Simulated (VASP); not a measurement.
A run of VASP 6.6.1 is set up as follows.

INCAR

```
ALGO = Normal
EDIFF = 1E-6
ENCUT = 520
GGA = PE
ISIF = 2
ISMEAR = 0
LASPH = T
LCHARG = F
LREAL = F
LWAVE = F
NBANDS = 26
NELM = 60
PREC = Accurate
SIGMA = 0.05
```

Contents of KPOINTS:

```
k-points
0
Gamma
  12 12 6
```

Contents of POSCAR:

```
ZnS
1.0
    3.8109987816      0.0000000000      0.0000000000
   -1.9054993908      3.3004217586      0.0000000000
    0.0000000000      0.0000000000      6.2340000000
Zn S
2 2
Direct
    0.3333333333      0.6666666667      0.0000000000
    0.6666666667      0.3333333333      0.5000000000
    0.3106089649      0.6212179298      0.3850000000
    0.6666666667      0.3333333333      0.8850000000
```

Potentials or basis: VASP PAW PBE potentials, release 64 (Zn, S).

Command:

```console
$ cat potpaw_PBE.64/Zn/POTCAR potpaw_PBE.64/S/POTCAR > POTCAR
$ mpirun -np 1 vasp_std > vasp.out
```

Question: Predict the largest force.

Answer: 1.001 eV/Å.

Question: Estimate the pressure.

Answer: 2.9 GPa.

Question: What does it give for the band gap on the k mesh?

Answer: 2.22 eV.

Stress tensor (GPa, compression positive):
```
 5.75  0.00  0.00
 0.00  1.68 -0.87
 0.00 -0.87  1.27
```

Caveat: the cell differs from its parent crystal (atom 3 (S) moved by (+0.000, -0.150) A along x and y); forces of over 1 eV/Å act on the atoms, so gaps and moduli don't describe the material at rest. A k mesh can miss the band edges.
